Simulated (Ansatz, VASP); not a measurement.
This is a calculation of Rh for Ansatz 0.2.0.

Contents of input.yaml:

```yaml
crystal:
  lattice:
    - [0.0, 1.89785, 1.89785]
    - [1.89785, 0.0, 1.89785]
    - [1.89785, 1.89785, 0.0]
  atoms:
    - { symbol: Rh, position: [0.0, 0.0, 0.0] }
kpoints:
  mp_grid: { grid: [12, 12, 12] }
scf:
  occupations: { method: fermi_dirac, width: 0.05 }
hamiltonian:
  xc: rpbe
  pseudopotentials: { kind: all_electron, lapw: { basis_error: 0.001 } }
output:
  forces: true
  stress: true
relax:
  f_tol: 0.02
  max_steps: 60
  cell: {}
```

Potentials or basis: all-electron LAPW, scalar-relativistic.

Launch:

```sh
$ ansatz run input.yaml --threads 1 --pin off --max-ram 3072MiB --backend cpu --events-out ev --progress --plain --runs-dir out
```

**Question.** Set up the same calculation for VASP 6.6.1. Potentials there: VASP PAW PBE potentials, release 64 (Rh_pv).

**Answer.** As run (the cutoff follows the program's own potentials):

The input INCAR:

```
SYSTEM = Rh
PREC = Accurate
ENCUT = 600
EDIFF = 1E-6
ISMEAR = -1
SIGMA = 0.05
LREAL = .False.
LASPH = .True.
NELM = 60
ALGO = Normal
ISIF = 3
LWAVE = .False.
LCHARG = .False.
GGA = RP
IBRION = 2
NSW = 80
EDIFFG = -0.02
```

File KPOINTS:

```
Automatic mesh
0
Gamma
  12 12 12
  0 0 0
```

Contents of POSCAR:

```
Rh
1.0
    0.0000000000      1.8978500000      1.8978500000
    1.8978500000      0.0000000000      1.8978500000
    1.8978500000      1.8978500000      0.0000000000
Rh
1
Direct
    0.0000000000      0.0000000000      0.0000000000
```

Potentials or basis: VASP PAW PBE potentials, release 64 (Rh_pv).

The run is started by

```sh
$ cat potpaw_PBE.64/Rh_pv/POTCAR > POTCAR
$ mpirun -np 1 vasp_std > vasp.out
```

Both were run:

|  | VASP | Ansatz | Ansatz less VASP |
| --- | --- | --- | --- |
| relaxed volume (Å³/atom) | 14.30 | 14.29 | -0.006 |
| relaxed cell length with the largest relative difference (Å) | 2.724 | 2.724 | -0.0004 |

VASP's potentials were made for PBE, not for RPBE. Ansatz ran all-electron here, and VASP with PAW potentials.
